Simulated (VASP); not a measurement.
Write the native input for VASP 6.6.1 that does the following.

| Quantity | Value |
| --- | --- |
| Task | single point |
| Functional | PBE |
| Potentials or basis | VASP PAW PBE potentials, release 64 (B, Zn, Ba_sv) |
| Cutoff | 520 eV |
| k mesh | 4 × 4 × 2 |
| Occupations | methfessel-paxton, width 0.2569 eV |
| Spin | collinear spin |
| Starting moments | [0.2, 0.2, 0.2, 0.2, 0.2, 0.2, 0.2, 0.2, 0.2, 0.2] μB |
| Dipole correction | no |
| Further INCAR settings | ALGO = Normal; EDIFF = 1e-06; NBANDS = 55 |

The structure of BaZn2B2 lies in POSCAR:

```
BaZn2B2
1.0
    4.1493580000      0.0000000000      0.0000000000
    0.0000000000      4.1493580000      0.0000000000
    0.0000000000      0.0000000000     10.0239290000
B Zn Ba
4 4 2
Direct
    0.0000000000      0.5000000000      0.8660000000
    0.5000000000      0.0000000000      0.1340000000
    0.0000000000      0.0000000000      0.5000000000
    0.5000000000      0.5000000000      0.5000000000
    0.0000000000      0.5000000000      0.6140000000
    0.5000000000      0.0000000000      0.3860000000
    0.0000000000      0.0000000000      0.0000000000
    0.5000000000      0.5000000000      0.0000000000
    0.0000000000      0.5000000000      0.2480000000
    0.5000000000      0.0000000000      0.7520000000
```

These files were run (other wordings do the same):

INCAR

```
SYSTEM = BaZn2B2
ALGO     = Normal         ! electronic algorithm
EDIFF    = 1E-6           ! SCF threshold, eV
ENCUT    = 520            ! plane-wave cutoff, eV
GGA      = PE             ! functional
ISIF     = 2              ! what is computed and relaxed
ISMEAR   = 1              ! smearing method
ISPIN    = 2              ! spin polarisation
LASPH    = .True.         ! aspherical terms in the spheres
LCHARG   = .False.        ! write CHGCAR
LORBIT   = 11             ! projections on sites
LREAL    = .False.        ! projectors in reciprocal space
LWAVE    = .False.        ! write WAVECAR
MAGMOM   = 0.2 0.2 0.2 0.2 0.2 0.2 0.2 0.2 0.2 0.2 ! initial moments
NBANDS   = 55             ! bands
NELM     = 150            ! most SCF steps
PREC     = Accurate       ! precision mode
SIGMA    = 0.2569         ! smearing width, eV
```

KPOINTS

```
k-points
0
Gamma
  4 4 2
  0 0 0
```

Potentials or basis: VASP PAW PBE potentials, release 64 (B, Zn, Ba_sv).

Command:

```sh
$ cat potpaw_PBE.64/B/POTCAR potpaw_PBE.64/Zn/POTCAR potpaw_PBE.64/Ba_sv/POTCAR > POTCAR
$ mpirun -np 1 vasp_std > vasp.out
```

It gave:

```json
{
 "Pressure": "-2.9 GPa",
 "Largest force": "0.785 eV/Å",
 "Band gap on the k mesh": "zero (filled and empty bands overlap)",
 "Net moment": "0.00 μB per cell",
 "Valence electrons inside the program's atomic spheres": "B 1.53, 1.51 (each value once); Zn 10.79, 10.74 (each value once); Ba 8.07"
}
```

Caveat: the k points lie up to 0.38 Å⁻¹ apart, too coarse for converged energies and pressures of a metal; so wide a smearing shifts energies and pressures; spin-orbit coupling is left out, which moves the levels of the heavy elements.

It took 3.2 min on 1 thread of Intel(R) Xeon(R) 6975P-C (Granite Rapids) (shared host), peak memory 0.43 GiB.
